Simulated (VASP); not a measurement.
Here is a VASP 6.6.1 calculation.

Contents of INCAR:

```
PREC     = Accurate       # precision mode
ENCUT    = 520            # plane-wave cutoff, eV
EDIFF    = 1E-7           # SCF threshold, eV
ISMEAR   = 0              # smearing method
SIGMA    = 0.01           # smearing width, eV
LREAL    = False          # projectors in reciprocal space
LASPH    = True           # aspherical terms in the spheres
NELM     = 100            # most SCF steps
ALGO     = Normal         # electronic algorithm
ISIF     = 2              # what is computed and relaxed
LWAVE    = False          # write WAVECAR
LCHARG   = False          # write CHGCAR
NBANDS   = 11             # bands
```

KPOINTS

```
regular mesh
0
Gamma
  12 12 12
```

The input POSCAR:

```
C
1.0
    0.0000000000      1.7801241426      1.7801241426
    1.7801241426      0.0000000000      1.7801241426
    1.7801241426      1.7801241426      0.0000000000
C
2
Direct
    0.0000000000      0.0000000000      0.0000000000
    0.2500000000      0.2500000000      0.2500000000
```

Potentials or basis: VASP PAW LDA potentials, release 64 (C).

Run with:

```bash
$ cat potpaw_LDA.64/C/POTCAR > POTCAR
$ mpirun -np 1 vasp_std > vasp.out
```

Predict the pressure.

-9.3 GPa.

What does it give for the band gap on the k mesh?

4.14 eV, indirect (least direct gap 5.56 eV).

A k mesh can miss the band edges.
